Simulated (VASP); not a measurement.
**SnSe: single point with r2SCAN**

The system is SnSe.

```
CELL_PARAMETERS angstrom
0.00000 3.06903 3.06903
3.06903 0.00000 3.06903
3.06903 3.06903 0.00000
ATOMIC_POSITIONS crystal
Sn 0.00000 0.00000 0.00000
Se 0.50000 0.50000 0.50000
```

* Program: VASP 6.6.1
* Task: single point
* Functional: r2SCAN
* Potentials or basis: VASP PAW PBE potentials, release 64 (Sn_d, Se)
* Cutoff: 550 eV
* k mesh: 5 × 5 × 5
* Occupations: gaussian, width 0.01 eV
* Spin: no spin polarisation
* Dipole correction: no
* Further INCAR settings: ALGO = Normal; EDIFF = 1e-06; NBANDS = 17

```
Pressure : -2.9 GPa
```

Levels at points of the mesh, in eV from the Fermi level:
```tsv
k point	band 7	band 8	band 9	band 10	band 11	band 12	band 13	band 14
(0.00, 0.00, 0.00)	-5.16	-2.17	-2.17	-2.17	4.42	4.42	4.42	6.41
```

It took 67 s on 1 thread of AMD EPYC 7R43 64-Core Processor (Zen 3), with other jobs on the host, peak memory 0.18 GiB.

Caveat: this odd mesh misses L, where the gap lies, so gap, dielectric constants and Born charges aren't listed; the PAW data sets were made with another functional, which shifts forces and pressure a little; spin-orbit coupling is left out, which moves the levels of the heavy elements.
